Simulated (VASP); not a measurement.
Wanted: the native input for a VASP 6.6.1 run.

```yaml
Task: single point
Functional: PBE
Potentials_or_basis: VASP PAW PBE potentials, release 64 (Zr_sv)
Cutoff: 520 eV
k_mesh: 14 × 14 × 14
Occupations: fermi-dirac, width 0.1 eV
Spin: no spin polarisation
Dipole_correction: no
Further_INCAR_settings: ALGO = Normal; EDIFF = 1e-07; NBANDS = 12
```

The structure of Zr lies in POSCAR:

```
Zr
1.0
    2.1486533183      0.0000000000      0.0000000000
    0.0000000000      2.1486533183      0.0000000000
    0.0000000000      0.0000000000      2.1486533183
Zr
1
Direct
    0.0000000000      0.0000000000      0.0000000000
```

This cell differs from its parent crystal: volume scaled by 0.4.

The input as run:

INCAR

```
SYSTEM = Zr
PREC = Accurate
ENCUT = 520
EDIFF = 1E-7
ISMEAR = -1
SIGMA = 0.1
LREAL = .False.
LASPH = .True.
NELM = 100
ALGO = Normal
ISIF = 2
LWAVE = .False.
LCHARG = .False.
GGA = PE
NBANDS = 12
```

KPOINTS

```
regular mesh
0
Gamma
  14 14 14
  0 0 0
```

Potentials or basis: VASP PAW PBE potentials, release 64 (Zr_sv).

Launch:

```console
$ cat potpaw_PBE.64/Zr_sv/POTCAR > POTCAR
$ mpirun -np 1 vasp_std > vasp.out
```

It gave:

- Pressure: 390.3 GPa
- Band gap on the k mesh: zero (band 6 reaches 24.05 eV, above the bottom of band 7 at 15.22 eV)

Run time: 3.6 s on 1 thread of Intel(R) Xeon(R) 6975P-C (Granite Rapids), on a shared host, peak memory 0.12 GiB.
